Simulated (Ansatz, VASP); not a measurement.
SnO in VASP and in Ansatz

INCAR

```
SYSTEM = SnO
  ALGO = Normal
  EDIFF = 1E-6
  ENCUT = 600
  GGA = PE
  GGA_COMPAT = .False.
  ISIF = 2
  ISMEAR = 0
  LASPH = .True.
  LCHARG = .False.
  LREAL = .False.
  LWAVE = .False.
  NBANDS = 17
  NELM = 120
  PREC = Accurate
  SIGMA = 0.01
```

The input KPOINTS:

```
k-points
0
Gamma
  6 6 6
  0 0 0
```

The input POSCAR:

```
SnO
1.0
    0.0000000000      2.5369732561      2.5369732561
    2.5369732561      0.0000000000      2.5369732561
    2.5369732561      2.5369732561      0.0000000000
Sn O
1 1
Direct
    0.0000000000      0.0000000000      0.0000000000
    0.5000000000      0.5000000000      0.5000000000
```

Input for Ansatz:

```yaml
crystal:
  lattice:
    - [0.0, 2.5369732561, 2.5369732561]
    - [2.5369732561, 0.0, 2.5369732561]
    - [2.5369732561, 2.5369732561, 0.0]
  atoms:
    - { symbol: Sn, position: [0.0, 0.0, 0.0] }
    - { symbol: O, position: [0.5, 0.5, 0.5] }
kpoints:
  mp_grid: { grid: [6, 6, 6] }
hamiltonian:
  xc: pbe
scf:
  occupations: { method: fixed }
  n_extra_bands: 4
  mixing: { preconditioner: resta }
output:
  forces: true
  stress: true
  eigenvalues: true
```

Alike in both runs: task single point; functional PBE; k mesh 6 × 6 × 6; no spin polarisation.

|  | VASP | Ansatz |
| --- | --- | --- |
| version | VASP 6.6.1 | Ansatz 0.2.0 |
| potentials or method | VASP PAW PBE potentials, release 64 (Sn_d, O) | plane waves |
| plane-wave cutoff (eV) | 600 | 420 |
| occupations | gaussian, width 0.01 eV | fixed |
| valence electrons in the cell | 20 | 20 |

```csv
,VASP,Ansatz,Ansatz less VASP
gap on the k mesh at the Fermi level (eV),1.05,1.05,-0.001
pressure (GPa),2.4,2.5,+0.11
```
